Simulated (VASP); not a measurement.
# Li2Cu5 (P4/mbm) in VASP: notebook, part 2 of 2

VASP 6.6.1. The steps go on from the part before.

### 4 Single point, PBE

INCAR reads:

```
ALGO = Normal ; EDIFF = 1E-7
ENCUT = 520 ; GGA = PE
ISIF = 2 ; ISMEAR = -1
LASPH = True ; LCHARG = False
LREAL = False ; LWAVE = False
NBANDS = 74 ; NELM = 80
PREC = Accurate ; SIGMA = 0.0913
```

KPOINTS reads:

```
k-points
0
Gamma
  4 4 13
```

POSCAR reads:

```
Li2Cu5
1.0
    8.4554445800      0.0000000000      0.0000000000
    0.0000000000      8.4554445800      0.0000000000
    0.0000000000      0.0000000000      2.5718573700
Cu Li
10 4
Direct
    0.2954000000      0.4324000000      0.0000000000
    0.5676000000      0.2954000000      0.0000000000
    0.7046000000      0.5676000000      0.0000000000
    0.4324000000      0.7046000000      0.0000000000
    0.7954000000      0.0676000000      0.0000000000
    0.0676000000      0.2046000000      0.0000000000
    0.2046000000      0.9324000000      0.0000000000
    0.9324000000      0.7954000000      0.0000000000
    0.0000000000      0.5000000000      0.0000000000
    0.5000000000      0.0000000000      0.0000000000
    0.1720000000      0.6720000000      0.5000000000
    0.3280000000      0.1720000000      0.5000000000
    0.8280000000      0.3280000000      0.5000000000
    0.6720000000      0.8280000000      0.5000000000
```

Potentials or basis: VASP PAW PBE potentials, release 64 (Cu, Li_sv).

The run is started by

```sh
$ cat potpaw_PBE.64/Cu/POTCAR potpaw_PBE.64/Li_sv/POTCAR > POTCAR
$ mpirun -np 1 vasp_std > vasp.out
```

OUTCAR:

```text
EDIFF = 1E-7
   ENCUT = 520
   GGA = PE
   ISIF = 2
   ISMEAR = -1
   LASPH = True
   LREAL = False
   NELM = 80
   PREC = Accurate

 ion  position               nearest neighbor table
   1  0.295  0.432  0.000-   9 2.56  12 2.56  12 2.56   4 2.58   2 2.58  11 2.62  11 2.62   6 2.72

   2  0.568  0.295  0.000-  10 2.56  13 2.56  13 2.56   3 2.58   1 2.58  12 2.62  12 2.62   5 2.72

   3  0.705  0.568  0.000-   9 2.56  14 2.56  14 2.56   4 2.58   2 2.58  13 2.62  13 2.62   8 2.72
[... 15 lines left out ...]
  11  0.172  0.672  0.500-   9 2.43   9 2.43   4 2.56   4 2.56   7 2.56   7 2.56   8 2.62   1 2.62
                             8 2.62   1 2.62
  12  0.328  0.172  0.500-  10 2.43  10 2.43   1 2.56   1 2.56   6 2.56   6 2.56   2 2.62   2 2.62
                             7 2.62   7 2.62
  13  0.828  0.328  0.500-   9 2.43   9 2.43   2 2.56   2 2.56   5 2.56   5 2.56   3 2.62   3 2.62
                             6 2.62   6 2.62
  14  0.672  0.828  0.500-  10 2.43  10 2.43   3 2.56   3 2.56   8 2.56   8 2.56   4 2.62   5 2.62
                             5 2.62   4 2.62

  LATTYP: Found a simple tetragonal cell.
 ALAT       =     8.4554445800
 C/A-ratio  =     0.3041658361

  Lattice vectors:

 A1 = (   8.4554445800,   0.0000000000,   0.0000000000)
 A2 = (   0.0000000000,   8.4554445800,   0.0000000000)
 A3 = (   0.0000000000,   0.0000000000,   2.5718573700)

Analysis of symmetry for initial positions (statically):
=====================================================================
 Subroutine PRICEL returns:
 Original cell was already a primitive cell.

 Routine SETGRP: Setting up the symmetry group for a
 simple tetragonal supercell.

 Subroutine GETGRP returns: Found 16 space group operations
 (whereof  8 operations were pure point group operations)
 out of a pool of 16 trial point group operations.

The static configuration has the point symmetry C_4h.
 The point group associated with its full space group is D_4h.

[... 170 lines left out ...]
  volume of cell :      183.87
 maximum number of plane-waves:      5001
 NGX is ok and might be reduce to    64
   NGX = 31   NGY = 31   NGZ =  9

 number of electron     121.9999937 magnetization

 Free energy of the ion-electron system (eV)
  ---------------------------------------------------
  ext. energy  EPLUGINS =         0.00000000
  ---------------------------------------------------
  free energy    TOTEN  =       -42.72002794 eV

  energy without entropy =      -42.60097090  energy(sigma->0) =      -42.66049942

 E-fermi :   4.9401     XC(G=0): -11.0005

 val. band max:        4.9298297641   @ k =   0.5000   0.2500   0.4615
 cond. band min:       4.9422754907   @ k =   0.5000   0.0000   0.0769
 fundamental gap:      0.0124457266
 Fermi energy:         4.9400939786

 k-point     1 :       0.0000    0.0000    0.0000
  band No.  band energies     occupation
      1     -40.3090      2.00000
      2     -40.3084      2.00000
      3     -40.3083      2.00000
      4     -40.3083      2.00000
      5      -2.3907      2.00000
      6      -1.0653      2.00000
[... 1813 lines left out ...]
     72      12.0853      0.00000
     73      12.3851      0.00000

 [... further k-points ...]

 [bands above 73 left out]

------------------------ aborting loop because EDIFF is reached ----------------------------------------

  FORCE on cell =-STRESS in cart. coord.  units (eV):
  Direction    XX          YY          ZZ          XY          YZ          ZX
  --------------------------------------------------------------------------------------
  -------------------------------------------------------------------------------------
  Total       -2.0512980     -2.0512980     -1.8313185      0.0000000      0.0000000      0.0000000
  in kB      -17.8739096    -17.8739096    -15.9571270      0.0000000      0.0000000      0.0000000
  external PRESSURE =     -17.2349821 kB  Pullay stress =       0.0000000 kB

 VOLUME and BASIS-vectors are now :
 -----------------------------------------------------------------------------
  energy-cutoff  :      520.00
  volume of cell :      183.87
      direct lattice vectors                 reciprocal lattice vectors
     8.455444580  0.000000000  0.000000000     0.118266992  0.000000000  0.000000000
     0.000000000  8.455444580  0.000000000     0.000000000  0.118266992  0.000000000
     0.000000000  0.000000000  2.571857370     0.000000000  0.000000000  0.388824051

 POSITION                                       TOTAL-FORCE (eV/Angst)
 -----------------------------------------------------------------------------------
      2.49774      3.65613      0.00000        -0.018430      0.077784     -0.000000
      4.79931      2.49774      0.00000        -0.077784     -0.018430      0.000000
      5.95771      4.79931      0.00000         0.018430     -0.077784      0.000000
      3.65613      5.95771      0.00000         0.077784      0.018430      0.000000
      6.72546      0.57159      0.00000        -0.018430     -0.077784     -0.000000
      0.57159      1.72998      0.00000        -0.077784      0.018430      0.000000
      1.72998      7.88386      0.00000         0.018430      0.077784      0.000000
      7.88386      6.72546      0.00000         0.077784     -0.018430     -0.000000
      0.00000      4.22772      0.00000         0.000000      0.000000      0.000000
      4.22772      0.00000      0.00000         0.000000      0.000000      0.000000
      1.45434      5.68206      1.28593         0.200088      0.200088      0.000000
      2.77339      1.45434      1.28593        -0.200088      0.200088      0.000000
      7.00111      2.77339      1.28593        -0.200088     -0.200088      0.000000
      5.68206      7.00111      1.28593         0.200088     -0.200088     -0.000000
 -----------------------------------------------------------------------------------
    total drift:                               -0.000000     -0.000000      0.000000

  FREE ENERGIE OF THE ION-ELECTRON SYSTEM (eV)
  ---------------------------------------------------
  free  energy   TOTEN  =       -42.7200279411 eV

  energy  without entropy=      -42.6009708952  energy(sigma->0) =      -42.66049942
```

OSZICAR:

```text
N       E                     dE             d eps       ncg     rms          rms(c)
DAV:   1     0.119050919691E+04    0.11905E+04   -0.51188E+04  6216   0.256E+03
[... 13 lines left out ...]
DAV:  15    -0.427201129835E+02   -0.35839E-04   -0.66539E-05  9500   0.146E-01    0.689E-02
DAV:  16    -0.427200304613E+02    0.82522E-04   -0.22378E-04  7908   0.212E-01    0.164E-02
DAV:  17    -0.427200295053E+02    0.95600E-06   -0.35536E-05 11278   0.648E-02    0.592E-03
DAV:  18    -0.427200290590E+02    0.44633E-06   -0.65893E-06  8288   0.237E-02    0.272E-03
DAV:  19    -0.427200282706E+02    0.78840E-06   -0.79754E-07  6820   0.855E-03    0.143E-03
DAV:  20    -0.427200279350E+02    0.33561E-06   -0.19369E-07  3576   0.120E-02    0.474E-04
DAV:  21    -0.427200279411E+02   -0.61173E-08   -0.63383E-08  3342   0.376E-03
   1 F= -.42720028E+02 E0= -.42660499E+02  d E =-.119057E+00
```

stdout:

```text
POSCAR found type information on POSCAR CuLi
 POSCAR found :  2 types and      14 ions
 scaLAPACK will be used
 LDA part: xc-table for (Slater+PW92), standard interpolation
 POSCAR, INCAR and KPOINTS ok, starting setup
 FFT: planning ... GRIDC
 FFT: planning ... GRID_SOFT
 FFT: planning ... GRID
 WAVECAR not read
 entering main loop
```

Wall time 22 min (1 thread of Intel Xeon 8259CL, shared host); peak memory 0.54 GiB.

Results:

```yaml
Free_energy: -42.7200 eV
Largest_force: 0.283 eV/Å
Band_gap_on_the_k_mesh: zero (band 61 reaches 6.28 eV, above the bottom of band 62 at 3.51 eV)
```

Forces in eV/Å, atoms in the order of the input:
```
Cu  -0.018  0.078  0.000
Cu  -0.078 -0.018  0.000
Cu   0.018 -0.078  0.000
Cu   0.078  0.018  0.000
Cu  -0.018 -0.078  0.000
Cu  -0.078  0.018  0.000
Cu   0.018  0.078  0.000
Cu   0.078 -0.018  0.000
Cu   0.000  0.000  0.000
Cu   0.000  0.000  0.000
Li   0.200  0.200  0.000
Li  -0.200  0.200  0.000
Li  -0.200 -0.200  0.000
Li   0.200 -0.200  0.000
```

Caveat: the cutoff is under 1.25 times the usual one of these potentials, so pressure, stress and relaxed cells hold a basis-set (Pulay) error.

### 5 Overview

| task | cell | k mesh | gap on the mesh (eV) | largest force (eV/Å) |
| --- | --- | --- | --- | --- |
| single point | as given | 3 × 3 × 10 | none | 0.01 |
| relaxation of the atoms | atoms relaxed | 3 × 3 × 10 | none | - |
| single point | as given | 4 × 4 × 13 | none | 0.28 |

Alike in all rows: level PBE; potentials or basis VASP PAW PBE potentials, release 64 (Cu, Li_sv); no spin polarisation; cutoff (eV) 520; smearing fermi-dirac 0.0913 eV.

Caveats: the cutoff is under 1.25 times the usual one of these potentials, so pressure, stress and relaxed cells hold a basis-set (Pulay) error.

Total energies depend on the potentials used, so only differences within one code and one set of settings carry meaning.
